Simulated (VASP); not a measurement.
The system is Sn2TeSe.

```
Se Te Sn
1.0
     2.00284    1.15634    6.54126
    -2.00284    1.15634    6.54126
     0.00000   -2.31269    6.54126
Se Te Sn
1 1 2
Cartesian
  2.0028 1.1563 6.5413
  0.0000 0.0000 9.8119
  0.0000 0.0000 4.9059
  0.0000 0.0000 14.7178
```

```yaml
Program: VASP 6.6.1
Task: relaxation of cell and atoms
Functional: PBE
Potentials_or_basis: VASP PAW PBE potentials, release 64 (Se, Te, Sn_d)
Cutoff: 600 eV
k_mesh: 6 × 6 × 6
Occupations: fermi-dirac, width 0.02 eV
Spin: no spin polarisation
```

At the start: pressure 24.4 GPa; volume 22.72 Å³/atom.

**Question.** Where does the relaxation end?

**Answer.** Over 14 steps the energy falls by 475.4 meV/atom and the volume is 30.18 Å³/atom (+32.8 %); space group R-3m (No. 166, to 0.05 Å).

Step by step:
| step | energy change (eV) | largest force (eV/Å) | pressure (GPa) | volume (Å³) |
| --- | --- | --- | --- | --- |
| 1 | 0.0000 | 1.5283 | 24.38 | 90.90 |
| 2 | -1.4403 | 0.1239 | -5.27 | 144.40 |
| 3 | -1.8733 | 0.4192 | -0.17 | 121.48 |
| 4 | -1.8871 | 0.3004 | -0.11 | 121.11 |
| 5 | -1.9010 | 0.0013 | 0.21 | 120.21 |
| 6 | -1.9011 | 0.0145 | 0.18 | 120.25 |
| 7 | -1.9013 | 0.0025 | -0.10 | 121.02 |
| 8 | -1.9014 | 0.0054 | 0.03 | 120.77 |
| 9 | -1.9014 | 0.0012 | -0.04 | 120.85 |
| 10 | -1.9014 | 0.0032 | -0.02 | 120.81 |
| 11 | -1.9014 | 0.0032 | -0.02 | 120.80 |
| 12 | -1.9014 | 0.0051 | -0.01 | 120.79 |
| 13 | -1.9014 | 0.0004 | -0.01 | 120.77 |
| 14 | -1.9015 | 0.0026 | 0.00 | 120.73 |

Final structure:
```
Se Te Sn
1.0
     2.20401    1.27249    7.17470
    -2.20401    1.27249    7.17470
     0.00000   -2.54497    7.17470
Se Te Sn
1 1 2
Direct
  0.00000 0.00000 0.00000
  0.50000 0.50000 0.50000
  0.25559 0.25559 0.25559
  0.74441 0.74441 0.74441
```

Caveat: the volume moved by over 15 % at a fixed basis, so the end points are rough.
